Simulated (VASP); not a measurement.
## Co: relaxation of cell and atoms with PBE

Crystal: Co.

```
Co
1.0
     0.00000    1.64560    1.64560
     1.64560    0.00000    1.64560
     1.64560    1.64560    0.00000
Co
1
Direct
  0.00000 0.00000 0.00000
```

This isn't the form of Co at room conditions, which is hcp.

```
Program                : VASP 6.6.1
Task                   : relaxation of cell and atoms
Functional             : PBE
Potentials or basis    : VASP PAW PBE potentials, release 64 (Co)
Cutoff                 : 600 eV
k mesh                 : 20 × 20 × 20
Occupations            : fermi-dirac, width 0.05 eV
Spin                   : collinear spin, ferromagnetic start
Starting moments       : [1.7] μB
Target pressure        : 67 GPa
Dipole correction      : no
Further INCAR settings : ALGO = Normal; EDIFF = 1e-06; IBRION = 2; EDIFFG = -0.005; NSW = 32; ISIF = 3
```

- Relaxed volume: 8.87 Å³/atom
- Relaxed cell: a = 2.324 Å, b = 2.324 Å, c = 2.324 Å, α = 60.00°, β = 60.00°, γ = 60.00°
- Space group after relaxing (to 0.1 Å): Fm-3m (No. 225)
- Energy change on relaxing (the run minimises the enthalpy): +16.3 meV/atom
- Ionic steps: 3
- Pressure after relaxing: 67.0 GPa
- Net moment: 1.39 μB per cell
- Site moments: Co +1.37 μB
- Valence electrons inside the program's atomic spheres: Co 8.75

Step by step:
```csv
step,energy change (eV),largest force (eV/Å),pressure (GPa),volume (Å³)
1,0.0000,0.0000,65.19,8.91
2,0.0550,0.0000,71.44,8.78
3,0.0163,0.0000,67.03,8.87
```

Final structure:
```yaml
crystal:
  lattice:
    - [0.00000, 1.64317, 1.64317]
    - [1.64317, 0.00000, 1.64317]
    - [1.64317, 1.64317, 0.00000]
  atoms:
    - { symbol: Co, position: [0.00000, 0.00000, 0.00000] }
```

Levels at points of the mesh, in eV from the Fermi level:
Spin up:
```csv
k point,band 1,band 2,band 3,band 4,band 5,band 6,band 7,band 8,band 9
"(0.00, 0.00, 0.00)",-10.18,-2.97,-2.97,-2.97,-1.43,-1.43,24.74,30.71,30.71
"(0.50, 0.00, 0.00)",-6.19,-3.11,-3.11,-0.32,-0.26,-0.26,8.22,23.23,28.82
"(0.50, 0.50, 0.00)",-6.41,-5.63,-0.35,0.06,0.06,3.05,11.95,17.18,17.18
```
Spin down:
| k point | band 1 | band 2 | band 3 | band 4 | band 5 | band 6 | band 7 | band 8 | band 9 |
| --- | --- | --- | --- | --- | --- | --- | --- | --- | --- |
| (0.00, 0.00, 0.00) | -10.13 | -1.61 | -1.61 | -1.61 | 0.23 | 0.23 | 24.54 | 30.83 | 30.83 |
| (0.50, 0.00, 0.00) | -5.40 | -1.68 | -1.68 | -0.30 | 1.38 | 1.38 | 9.14 | 23.04 | 29.12 |
| (0.50, 0.50, 0.00) | -5.46 | -4.56 | 1.40 | 1.65 | 1.65 | 3.12 | 12.78 | 17.37 | 17.37 |

Run time: 52 s on 1 thread of Intel(R) Xeon(R) 6975P-C (Granite Rapids) (shared host), peak memory 0.18 GiB.

Caveat: the cell is relaxed towards a set pressure, so the run minimises the enthalpy, not the energy.
